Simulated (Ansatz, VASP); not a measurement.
**Nb3B5: VASP beside Ansatz**

```
CELL_PARAMETERS angstrom
5.02301 0.00000 0.00000
0.00000 5.02301 0.00000
0.00000 0.00000 3.29336
ATOMIC_POSITIONS crystal
Nb 0.50000 0.00000 0.11094
Nb 0.00000 0.50000 0.11094
Nb 0.50000 0.50000 0.61684
B 0.17955 0.17955 0.60919
B 0.82045 0.82045 0.60919
B 0.82045 0.17955 0.60919
B 0.17955 0.82045 0.60919
B 0.00000 0.00000 0.97866
```

Alike in both runs: functional PBE; k mesh 6 × 6 × 10; occupations gaussian, width 0.1 eV; no spin polarisation.

Ansatz relaxed the structure, and its values are those at the end. VASP's run is a single point on that final structure, the one shown.

|  | VASP | Ansatz |
| --- | --- | --- |
| version | VASP 6.6.1 | Ansatz 0.2.0 |
| potentials or method | VASP PAW PBE potentials, release 64 (Nb_sv, B), cutoff 520 eV | scalar-relativistic, plane waves, PAW |
| valence electrons in the cell | 54 | 54 |

```tsv
	VASP	Ansatz	Ansatz less VASP
gap on the k mesh at the Fermi level (eV)	none	none	-
pressure (GPa)	-0.3	0.0	+0.29
rms of the force components (eV/Å)	0.009	0.000	-0.0087
```

A gap of «none» marks a metal or a gap that the smearing closes. With one functional, cell and mesh, what is left measures potentials, basis and numerics.
